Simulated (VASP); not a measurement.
# Sm (Fm-3m) in VASP: single point with PBEsol

Aim: the single point of Sm with PBEsol.

Program: VASP 6.6.1. These are calculated values, not measurements. Logs are shortened: lines on timing, memory, paths and dates and some standing lists are left out, and cuts for length are marked.

## 1. The cell of the first run

It takes space group Fm-3m (No. 225, cubic). Conventional cell: a = 4.422 Å, b = 4.422 Å, c = 4.422 Å, α = 90.00°, β = 90.00°, γ = 90.00°. Sm (site symmetry m-3m) has 12 Sm at 3.13 Å within 4.1 Å.

## 2. Single point, PBEsol

INCAR reads:

```
SYSTEM = Sm
PREC     = Accurate       ! precision mode
ENCUT    = 520            ! plane-wave cutoff, eV
EDIFF    = 1E-6           ! SCF threshold, eV
ISMEAR   = -1             ! smearing method
SIGMA    = 0.13605693000000002 ! smearing width, eV
LREAL    = .FALSE.        ! projectors in reciprocal space
LASPH    = .TRUE.         ! aspherical terms in the spheres
NELM     = 80             ! most SCF steps
ALGO     = Normal         ! electronic algorithm
ISIF     = 2              ! what is computed and relaxed
LWAVE    = .FALSE.        ! write WAVECAR
LCHARG   = .TRUE.         ! write CHGCAR
GGA      = PS             ! functional
LELF     = .TRUE.         ! ELF
LVHAR    = .TRUE.       
NBANDS   = 14             ! bands
```

KPOINTS reads:

```
Automatic mesh
0
G
  13 13 13
  0 0 0
```

POSCAR reads:

```
Sm
1.0
    0.0000000000      2.2107940609      2.2107940609
    2.2107940609      0.0000000000      2.2107940609
    2.2107940609      2.2107940609      0.0000000000
Sm
1
Direct
    0.0000000000      0.0000000000      0.0000000000
```

Potentials or basis: VASP PAW PBE potentials, release 64 (Sm).

Command:

```bash
cat potpaw_PBE.64/Sm/POTCAR > POTCAR
mpirun -np 1 vasp_std > vasp.out
```

OUTCAR:

```text
SYSTEM = Sm
   PREC = Accurate
   ENCUT = 520
   EDIFF = 1E-6
   ISMEAR = -1
   LREAL = .FALSE.
   LASPH = .TRUE.
   NELM = 80
   ISIF = 2
   GGA = PS

 ion  position               nearest neighbor table
   1  0.000  0.000  0.000-

  LATTYP: Found a face centered cubic cell.
 ALAT       =     4.4215881218

  Lattice vectors:

 A1 = (   0.0000000000,   2.2107940609,   2.2107940609)
 A2 = (   2.2107940609,   0.0000000000,   2.2107940609)
 A3 = (   2.2107940609,   2.2107940609,   0.0000000000)

Analysis of symmetry for initial positions (statically):
=====================================================================
 Subroutine PRICEL returns:
 Original cell was already a primitive cell.

 Routine SETGRP: Setting up the symmetry group for a
 face centered cubic supercell.

 Subroutine GETGRP returns: Found 48 space group operations
 (whereof 48 operations were pure point group operations)
 out of a pool of 48 trial point group operations.

The static configuration has the point symmetry O_h .

Analysis of symmetry for dynamics (positions and initial velocities):
=====================================================================
 Subroutine PRICEL returns:
 Original cell was already a primitive cell.

 Routine SETGRP: Setting up the symmetry group for a
 face centered cubic supercell.

 Subroutine GETGRP returns: Found 48 space group operations
 (whereof 48 operations were pure point group operations)
 out of a pool of 48 trial point group operations.

The dynamic configuration has the point symmetry O_h .

 Subroutine INISYM returns: Found 48 space group operations
 (whereof 48 operations are pure point group operations),
 and found     1 'primitive' translations

----------------------------------------------------------------------------------------

                                     Primitive cell

  volume of cell :      21.6110

  direct lattice vectors                    reciprocal lattice vectors
     0.000000000  2.210794061  2.210794061    -0.226163083  0.226163083  0.226163083
     2.210794061  0.000000000  2.210794061     0.226163083 -0.226163083  0.226163083
     2.210794061  2.210794061  0.000000000     0.226163083  0.226163083 -0.226163083

  length of vectors
     3.126534945  3.126534945  3.126534945     0.391725950  0.391725950  0.391725950

  position of ions in fractional coordinates (direct lattice)
     0.000000000  0.000000000  0.000000000

  ion indices of the primitive-cell ions
   primitive index   ion index
                 1           1

----------------------------------------------------------------------------------------

 KPOINTS: Automatic mesh

Automatic generation of k-mesh.
 Grid dimensions read from file:
 generate k-points for:   13   13   13

 Generating k-lattice:

  Cartesian coordinates                     Fractional coordinates (reciprocal lattice)
    -0.017397160  0.017397160  0.017397160     0.076923077  0.000000000  0.000000000
     0.017397160 -0.017397160  0.017397160     0.000000000  0.076923077  0.000000000
     0.017397160  0.017397160 -0.017397160     0.000000000  0.000000000  0.076923077

  Length of vectors
     0.030132765  0.030132765  0.030132765

  Shift w.r.t. Gamma in fractional coordinates (k-lattice)
     0.000000000  0.000000000  0.000000000

 Subroutine IBZKPT returns following result:
 ===========================================

 Found     84 irreducible k-points:

 Following reciprocal coordinates:
            Coordinates               Weight
  0.000000  0.000000  0.000000      1.000000
  0.076923  0.000000  0.000000      8.000000
  0.153846  0.000000  0.000000      8.000000
  0.230769  0.000000  0.000000      8.000000
  0.307692  0.000000  0.000000      8.000000
  0.384615  0.000000  0.000000      8.000000
[... 16 lines left out ...]
  0.384615  0.153846  0.000000     24.000000
  0.461538  0.153846  0.000000     24.000000
 [... further k-points ...]
   k-points           NKPTS =     84   k-points in BZ     NKDIM =     84   number of bands    NBANDS=     14
   number of dos      NEDOS =    301   number of ions     NIONS =      1
   total plane-waves  NPLWV =  13824
   dimension x,y,z NGX =    24 NGY =   24 NGZ =   24
   dimension x,y,z NGXF=    48 NGYF=   48 NGZF=   48
   ions per type =               1
   NGX,Y,Z   is equivalent  to a cutoff of  12.76, 12.76, 12.76 a.u.
   NGXF,Y,Z  is equivalent  to a cutoff of  25.52, 25.52, 25.52 a.u.
 SYSTEM =  Sm
   PREC   = accura    normal or accurate (medium, high low for compatibility)
   ISTART =      0    job   : 0-new  1-cont  2-samecut
   ICHARG =      2    charge: 1-file 2-atom 10-const
   ISPIN  =      1    spin polarized calculation?
   LNONCOLLINEAR =      F non collinear calculations
   LSORBIT =      F    spin-orbit coupling
   LASPH  =      T    aspherical Exc in radial PAW
   ENCUT  =  520.0 eV  38.22 Ry    6.18 a.u.   5.81  5.81  5.81*2*pi/ulx,y,z
   NELM   =     80;   NELMIN=  2; NELMDL= -5     # of ELM steps
   EDIFF  = 0.1E-05   stopping-criterion for ELM
   LREAL  =      F    real-space projection
   EDIFFG = 0.1E-04   stopping-criterion for IOM
   NSW    =      0    number of steps for IOM
   IBRION =     -1    ionic relax: 0-MD 1-quasi-New 2-CG
   NFREE  =      0    steps in history (QN), initial steepest desc. (CG)
   ISIF   =      2    stress and relaxation
   ISYM   =      2    0-nonsym 1-usesym 2-fastsym
   POTIM  = 0.5000    time-step for ionic-motion
   TEBEG  =    0.0;   TEEND  =   0.0 temperature during run
   PSTRESS=    0.0 pullay stress
   NELECT =      16.0000    total number of electrons
   NUPDOWN=      -1.0000    fix difference up-down
   EMIN   =  10.00;   EMAX   =-10.00  energy-range for DOS
   EFERMI =   0.00;   METHOD = LEGACY
   ISMEAR =    -1;   SIGMA  =   0.14  broadening in eV -4-tet -1-fermi 0-gaus
   EFERMI_NEDOS =   21; number of points for ismear=-14 and -15
   IALGO  =     38    algorithm
   IMIX   =      4    mixing-type and parameters
     AMIX     =   0.40;   BMIX     =  1.00
     AMIX_MAG =   1.60;   BMIX_MAG =  1.00
  volume/ion in A,a.u.               =      21.61       145.84
  Fermi-wavevector in a.u.,A,eV,Ry     =   1.481005  2.798694 29.842691  2.193376
  Thomas-Fermi vector in A             =   2.594969
   LORBIT       =      0    0 simple, 1 ext, 2 COOP (PROOUT), +10 PAW based schemes
   GGA     = PS    functional components
   LHFCALC =     F    Hartree Fock is set to
   AEXX    =    0.0000 exact exchange contribution
   IVDW    =     0    specifies the selected vdW correction
   LEPSILON=     F    determine dielectric tensor
   LRPA    =     F    only Hartree local field effects (RPA)
 non-spin polarized calculation
  energy-cutoff  :      520.00
  volume of cell :       21.61
 maximum number of plane-waves:       592
   NGX = 11   NGY = 11   NGZ = 11

 number of electron      16.0000000 magnetization

 Free energy of the ion-electron system (eV)
  ---------------------------------------------------
  ext. energy  EPLUGINS =         0.00000000
  ---------------------------------------------------
  free energy    TOTEN  =        -5.76241082 eV

  energy without entropy =       -4.95892365  energy(sigma->0) =       -5.36066724

 E-fermi :   5.3094     XC(G=0): -12.3192

 val. band max:        5.3088288431   @ k =   0.3077   0.1538   0.0769
 cond. band min:       5.3149163492   @ k =   0.3077   0.0000   0.0000
 fundamental gap:      0.0060875061
 Fermi energy:         5.3094054548

 k-point     1 :       0.0000    0.0000    0.0000
  band No.  band energies     occupation
      1     -34.3227      2.00000
      2     -12.2167      2.00000
      3     -12.2167      2.00000
      4     -12.2167      2.00000
      5       1.7990      2.00000
      6       4.7078      1.97626
      7       5.1762      1.45379
      8       5.1762      1.45379
      9       5.1762      1.45378
     10       5.7741      0.06363
     11       5.7741      0.06363
     12       5.7741      0.06363
     13       7.8647      0.00000
     14       7.8647      0.00000

 k-point     2 :       0.0769    0.0000    0.0000
  band No.  band energies     occupation
      1     -34.2926      2.00000
      2     -12.4463      2.00000
      3     -12.2412      2.00000
      4     -12.2412      2.00000
      5       2.1108      2.00000
      6       4.6804      1.98055
      7       5.1589      1.50270
      8       5.1887      1.41648
      9       5.1887      1.41647
     10       5.7057      0.10308
     11       5.7057      0.10308
     12       5.7752      0.06313
     13       7.7520      0.00000
     14       8.0525      0.00000

 k-point     3 :       0.1538    0.0000    0.0000
  band No.  band energies     occupation
      1     -34.2080      2.00000
      2     -13.0432      2.00000
      3     -12.3081      2.00000
      4     -12.3081      2.00000
      5       2.8601      2.00000
      6       4.6565      1.98366
      7       5.1105      1.62370
      8       5.2251      1.30020
      9       5.2251      1.30019
     10       5.5697      0.25734
     11       5.5697      0.25733
     12       5.7783      0.06176
     13       7.5699      0.00000
     14       8.4210      0.00000

 k-point     4 :       0.2308    0.0000    0.0000
  band No.  band energies     occupation
      1     -34.0856      2.00000
      2     -13.8090      2.00000
      3     -12.4005      2.00000
      4     -12.4005      2.00000
      5       3.4379      2.00000
      6       4.8650      1.92650
      7       5.0595      1.72513
      8       5.2730      1.13313
      9       5.2730      1.13312
     10       5.4619      0.49173
     11       5.4619      0.49173
     12       5.7826      0.05988
     13       7.6863      0.00000
     14       8.5060      0.00000

 k-point     5 :       0.3077    0.0000    0.0000
  band No.  band energies     occupation
      1     -33.9515      2.00000
      2     -14.5509      2.00000
      3     -12.4962      2.00000
      4     -12.4962      2.00000
      5       3.4686      2.00000
      6       4.9086      1.90012
      7       5.2737      1.13044
      8       5.2737      1.13044
      9       5.3149      0.97975
     10       5.4658      0.48128
     11       5.4658      0.48128
[... 276 lines left out ...]
 k-point    22 :       0.3077    0.1538    0.0000
  band No.  band energies     occupation
      1     -33.9600      2.00000
      2     -14.1301      2.00000
      3     -12.7208      2.00000
      4     -12.7155      2.00000
      5       4.0461      1.99981
      6       4.7206      1.97394
      7       5.0037      1.80882
      8       5.3390      0.89168
      9       5.4071      0.65555
     10       5.4081      0.65229
     11       5.5243      0.34179
     12       5.6293      0.17390
     13       6.7551      0.00005
     14       8.1920      0.00000

 k-point    23 :       0.3846    0.1538    0.0000
  band No.  band energies     occupation
      1     -33.8414      2.00000
      2     -14.6987      2.00000
      3     -12.8789      2.00000
      4     -12.7910      2.00000
      5       3.9715      1.99989
      6       4.8215      1.94609
      7       5.0540      1.73456
      8       5.2908      1.06822
      9       5.4579      0.50281
     10       5.5063      0.38079
     11       5.5711      0.25499
     12       5.6320      0.17082
     13       7.1381      0.00000
     14       7.9483      0.00000

 k-point    24 :       0.4615    0.1538    0.0000
  band No.  band energies     occupation
      1     -33.7506      2.00000
      2     -15.0984      2.00000
      3     -13.0434      2.00000
      4     -12.8086      2.00000
      5       3.9494      1.99991
      6       4.7342      1.97125
      7       5.1346      1.56655
      8       5.2465      1.22707
      9       5.5223      0.34589
     10       5.5311      0.32790
     11       5.6293      0.17389
     12       5.6410      0.16077
     13       6.9369      0.00001
     14       8.8256      0.00000

 [... further k-points ...]

------------------------ aborting loop because EDIFF is reached ----------------------------------------

  FORCE on cell =-STRESS in cart. coord.  units (eV):
  Direction    XX          YY          ZZ          XY          YZ          ZX
  --------------------------------------------------------------------------------------
  -------------------------------------------------------------------------------------
  Total        0.0441322      0.0441322      0.0441322      0.0000000      0.0000000      0.0000000
  in kB        3.2718374      3.2718374      3.2718374      0.0000000      0.0000000      0.0000000
  external PRESSURE =       3.2718374 kB  Pullay stress =       0.0000000 kB

 VOLUME and BASIS-vectors are now :
 -----------------------------------------------------------------------------
  energy-cutoff  :      520.00
  volume of cell :       21.61
      direct lattice vectors                 reciprocal lattice vectors
     0.000000000  2.210794061  2.210794061    -0.226163083  0.226163083  0.226163083
     2.210794061  0.000000000  2.210794061     0.226163083 -0.226163083  0.226163083
     2.210794061  2.210794061  0.000000000     0.226163083  0.226163083 -0.226163083

 POSITION                                       TOTAL-FORCE (eV/Angst)
 -----------------------------------------------------------------------------------
      0.00000      0.00000      0.00000         0.000000      0.000000      0.000000
 -----------------------------------------------------------------------------------
    total drift:                                0.000000     -0.000000     -0.000000

  FREE ENERGIE OF THE ION-ELECTRON SYSTEM (eV)
  ---------------------------------------------------
  free  energy   TOTEN  =        -5.7624108220 eV

  energy  without entropy=       -4.9589236484  energy(sigma->0) =       -5.36066724
```

It took 1.9 min on 1 thread of Intel Xeon 6975P-C, shared host; peak memory 0.17 GiB.

What came out:

| Quantity | Value |
| --- | --- |
| Free energy | -5.7624 eV |
| Pressure | 0.3 GPa |
| Band gap on the k mesh | zero (band 8 reaches 5.38 eV, above the bottom of band 9 at 5.18 eV) |

Levels at points of the mesh, in eV from the Fermi level:
| k point | band 4 | band 5 | band 6 | band 7 | band 8 | band 9 | band 10 | band 11 | band 12 | band 13 |
| --- | --- | --- | --- | --- | --- | --- | --- | --- | --- | --- |
| (0.00, 0.00, 0.00) | -17.53 | -3.51 | -0.60 | -0.13 | -0.13 | -0.13 | 0.46 | 0.46 | 0.46 | 2.56 |

Caveat: the PAW data sets were made with another functional, which shifts forces and pressure a little; spin-orbit coupling is left out, which moves the levels of the heavy elements. Spin polarisation is off, so any magnetic state and its effect on volume and gap are missing.
